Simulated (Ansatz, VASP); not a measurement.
One calculation of YN, two programs

File INCAR:

```
SYSTEM = YN
PREC = Accurate
ENCUT = 520
EDIFF = 1E-8
ISMEAR = -1
SIGMA = 0.03
LREAL = .False.
LASPH = .True.
NELM = 120
ALGO = Normal
ISIF = 2
LWAVE = .False.
LCHARG = .False.
LEFG = .True.
NBANDS = 15
GGA_COMPAT = .False.
```

The input KPOINTS:

```
Automatic mesh
0
Gamma
  9 9 9
  0 0 0
```

File POSCAR:

```
YN
1.0
    0.0000000000      2.3887207261      2.3887207261
    2.3887207261      0.0000000000      2.3887207261
    2.3887207261      2.3887207261      0.0000000000
Y N
1 1
Direct
    0.0000000000      0.0000000000      0.0000000000
    0.5000000000      0.5000000000      0.5000000000
```

Input for Ansatz:

```yaml
crystal:
  lattice:
    - [0.0, 2.3887207261, 2.3887207261]
    - [2.3887207261, 0.0, 2.3887207261]
    - [2.3887207261, 2.3887207261, 0.0]
  atoms:
    - { symbol: "Y", position: [0.0, 0.0, 0.0] }
    - { symbol: "N", position: [0.5, 0.5, 0.5] }
kpoints:
  mp_grid: { grid: [9, 9, 9] }
scf:
  occupations: { method: fermi_dirac, width: 0.03 }
hamiltonian:
  xc: lda
  pseudopotentials: { kind: all_electron, datasets: crystal }
output:
  forces: true
  stress: true
  eigenvalues: true
  efg: { contact_densities: true }
```

Change from the starting cell: volume scaled by 0.94, crystal datasets.

Alike in both runs: task electric field gradients; functional LDA; k mesh 9 × 9 × 9; occupations fermi-dirac, width 0.03 eV; no spin polarisation.

|  | VASP | Ansatz |
| --- | --- | --- |
| version | VASP 6.6.1 | Ansatz 0.2.0 |
| potentials or method | VASP PAW LDA potentials, release 64 (Y_sv, N), cutoff 520 eV | all-electron PAW with datasets made for the crystal, scalar-relativistic |

Ansatz gave:

```
pressure (GPa) : 5.2
```

Problem. What did VASP give for the same quantities?

Solution. Pressure (GPa): 5.3.

LDA's correlation is that of Perdew and Zunger in VASP and of Perdew and Wang (1992) in Ansatz. Ansatz ran all-electron here, and VASP with PAW potentials.
